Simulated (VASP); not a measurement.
Write the native input for VASP 6.6.1 that does the following.

```yaml
Task: electric field gradients
Functional: PBE
Potentials_or_basis: VASP PAW PBE potentials, release 64 (In_d, Se)
Cutoff: 520 eV
k_mesh: 7 × 7 × 6
Occupations: fermi-dirac, width 0.02 eV
Spin: no spin polarisation
Dipole_correction: no
Further_INCAR_settings: ALGO = Normal; EDIFF = 1e-08; NBANDS = 27
```

The structure of InSe lies in POSCAR:

```
InSe
1.0
    5.9829888098     -2.0953043501      0.0000000000
    5.9829888098      2.0953043501      0.0000000000
   -1.6307847522      0.0000000000      4.4084555117
In Se
2 2
Direct
    0.8840000000      0.8840000000      0.0050000000
    0.1160000000      0.1160000000      0.9950000000
    0.6600000000      0.6600000000      0.6420000000
    0.3400000000      0.3400000000      0.3580000000
```

The input as run:

INCAR

```
SYSTEM = InSe
PREC = Accurate
ENCUT = 520
EDIFF = 1E-8
ISMEAR = -1
SIGMA = 0.02
LREAL = .FALSE.
LASPH = .TRUE.
NELM = 60
ALGO = Normal
ISIF = 2
LWAVE = .FALSE.
LCHARG = .FALSE.
GGA = PE
LEFG = .TRUE.
NBANDS = 27
```

KPOINTS

```
regular mesh
0
G
  7 7 6
  0 0 0
```

Potentials or basis: VASP PAW PBE potentials, release 64 (In_d, Se).

Command:

```console
$ cat potpaw_PBE.64/In_d/POTCAR potpaw_PBE.64/Se/POTCAR > POTCAR
$ mpirun -np 1 vasp_std > vasp.out
```

Results of the run:

The pressure is -0.3 GPa. The largest force is 0.633 eV/Å, the band gap on the k mesh is 0.81 eV (least direct gap 1.22 eV) and the largest electric field gradient by atom is In -174.4; Se +80.8 V/Å².

Caveat: without QUAD_EFG the Cq values of the log hold for a quadrupole moment of 1 mb, not for the nuclei; spin-orbit coupling is left out, which moves the levels of the heavy elements.

Wall time 9.9 min on 1 thread of Oxide Virtual Turin-like Processor (shared host), peak memory 0.39 GiB.
